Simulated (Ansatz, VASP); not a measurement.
**TiC: VASP beside Ansatz**

```xyz
2
Lattice="0.0000 2.1640 2.1640 2.1640 0.0000 2.1640 2.1640 2.1640 0.0000" Properties=species:S:1:pos:R:3 pbc="T T T"
Ti    0.0000    0.0000    0.0000
C     2.1640    2.2515    2.1640
```

Change from the starting cell: all C atoms moved +0.087 Å, as atom 2 along Cartesian [0 1 0].

Alike in both runs: task single point; functional r2SCAN; k mesh 18 × 18 × 18; occupations gaussian, width 0.15 eV; no spin polarisation.

|  | VASP | Ansatz |
| --- | --- | --- |
| version | VASP 6.6.1 | Ansatz 0.2.0 |
| potentials or method | VASP PAW PBE potentials, release 64 (Ti_sv, C), cutoff 520 eV | scalar-relativistic, plane waves, PAW |
| valence electrons in the cell | 16 | 16 |

```csv
,VASP,Ansatz,Ansatz less VASP
gap on the k mesh at the Fermi level (eV),none,none,-
pressure (GPa),1.8,0.9,-0.96
"traceless stress, the component that is largest in VASP (GPa)",1.44,1.39,-0.047
rms of the force components (eV/Å),0.457,0.447,-0.0104
```

VASP's potentials were made for PBE, not for r2SCAN. Atom by atom the forces differ by 0.010 eV/Å (rms over components). A gap of «none» marks a metal or a gap that the smearing closes.
